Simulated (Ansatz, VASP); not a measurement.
# One calculation of InSb, two programs

File INCAR:

```
SYSTEM = InSb
ALGO = Normal
EDIFF = 1E-6
EDIFFG = -0.01
ENCUT = 600
GGA = PS
IBRION = 2
ISIF = 3
ISMEAR = -1
LASPH = .True.
LCHARG = .False.
LREAL = .False.
LWAVE = .False.
NELM = 60
NSW = 80
PREC = Accurate
SIGMA = 0.1
```

Contents of KPOINTS:

```
k-points
0
Gamma
  9 9 9
  0 0 0
```

Contents of POSCAR:

```
InSb
1.0
    0.0000000000      3.2391000000      3.2391000000
    3.2391000000      0.0000000000      3.2391000000
    3.2391000000      3.2391000000      0.0000000000
In Sb
1 1
Direct
    0.0000000000      0.0000000000      0.0000000000
    0.2500000000      0.2500000000      0.2500000000
```

Input for Ansatz:

```yaml
crystal:
  lattice:
    - [0.0, 3.2391, 3.2391]
    - [3.2391, 0.0, 3.2391]
    - [3.2391, 3.2391, 0.0]
  atoms:
    - { symbol: In, position: [0.0, 0.0, 0.0] }
    - { symbol: Sb, position: [0.25, 0.25, 0.25] }
  symmetry: { tolerance: 0.0003 }
hamiltonian:
  xc: pbesol
  pseudopotentials: { kind: paw, azcp: { folder: soft_1 } }
basis:
  ecutwfc: 420
magnetization:
  spin_polarized: false
scf:
  occupations: { method: fermi_dirac, width: 0.1 }
kpoints:
  mp_grid: { grid: [9, 9, 9], shift: [0, 0, 0] }
output:
  forces: true
  stress: true
  eigenvalues: true
relax:
  max_steps: 60
  cell: {}
```

Alike in both runs: task relaxation of cell and atoms; functional PBEsol; k mesh 9 × 9 × 9; occupations fermi-dirac, width 0.1 eV; no spin polarisation.

|  | VASP | Ansatz |
| --- | --- | --- |
| version | VASP 6.6.1 | Ansatz 0.2.0 |
| potentials or method | VASP PAW PBE potentials, release 64 (In_d, Sb), cutoff 600 eV | PAW plane waves |
| valence electrons in the cell | 18 | 28 |

|  | VASP | Ansatz | Ansatz less VASP |
| --- | --- | --- | --- |
| gap on the k mesh at the Fermi level, each at its own relaxed structure (eV) | none | none | - |
| relaxed volume (Å³/atom) | 34.67 | 34.66 | -0.004 |
| relaxed cell length with the largest relative difference (Å) | 4.611 | 4.611 | -0.0002 |

VASP's potentials were made for PBE, not for PBEsol, and Ansatz warns of the same on its side. A gap of «none» marks a metal or a gap that the smearing closes. VASP's potentials hold 18 valence electrons a cell and Ansatz's 28, so a difference there can come from the potentials and not from the codes.

Neither program's run includes spin-orbit coupling.
